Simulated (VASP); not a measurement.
## AsPt: single point with PBE

The system is AsPt.

```
CELL_PARAMETERS angstrom
4.63689 0.00000 0.00000
0.00000 3.09468 0.00000
0.00000 0.00000 4.64314
ATOMIC_POSITIONS crystal
As 0.75000 0.00000 0.74582
As 0.25000 0.00000 0.25418
Pt 0.75000 0.50000 0.23553
Pt 0.25000 0.50000 0.76447
```

```yaml
Program: VASP 6.6.1
Task: single point
Functional: PBE
Potentials_or_basis: VASP PAW PBE potentials, release 64 (As, Pt)
Cutoff: 520 eV
k_mesh: 4 × 6 × 4
Occupations: gaussian, width 0.1 eV
Spin: no spin polarisation
Dipole_correction: no
Further_INCAR_settings: ALGO = Normal; EDIFF = 1e-06; NBANDS = 23
```

| Item | Value |
| --- | --- |
| Pressure | 0.0 GPa |
| Largest force | 0.015 eV/Å |
| Band gap on the k mesh | zero (band 15 reaches 12.98 eV, above the bottom of band 16 at 7.88 eV) |

Forces in eV/Å, atoms in the order of the input:
```
As   0.000  0.000 -0.015
As   0.000  0.000  0.015
Pt   0.000  0.000  0.005
Pt   0.000  0.000 -0.005
```

Levels at points of the mesh, in eV from the Fermi level:
```tsv
k point	band 12	band 13	band 14	band 15	band 16	band 17	band 18	band 19
(0.00, 0.00, 0.00)	-2.18	-1.59	-1.29	-0.48	-0.32	0.34	0.81	1.77
(0.50, 0.00, 0.00)	-2.52	-1.22	-1.22	-0.88	-0.88	3.12	3.12	5.50
(0.00, 0.50, 0.00)	-1.09	-0.69	2.06	2.06	2.12	2.22	2.76	2.76
(0.50, 0.50, 0.00)	-2.51	-1.95	-1.95	-0.63	-0.63	2.87	2.87	3.34
(0.00, 0.00, 0.50)	-2.46	-1.32	-1.28	-0.91	-0.67	3.05	3.19	5.26
(0.50, 0.00, 0.50)	-2.07	-1.38	-1.38	3.87	3.87	4.35	4.35	5.71
(0.00, 0.50, 0.50)	-2.38	-1.94	-1.92	-0.65	-0.61	2.61	3.14	3.14
(0.50, 0.50, 0.50)	-3.18	-1.56	-1.56	-1.24	-1.24	1.09	1.09	2.00
```

It took 31 s on 1 thread of Intel Xeon 6975P-C, on a shared host, peak memory 0.21 GiB.

Caveat: spin-orbit coupling is left out, which moves the levels of the heavy elements.
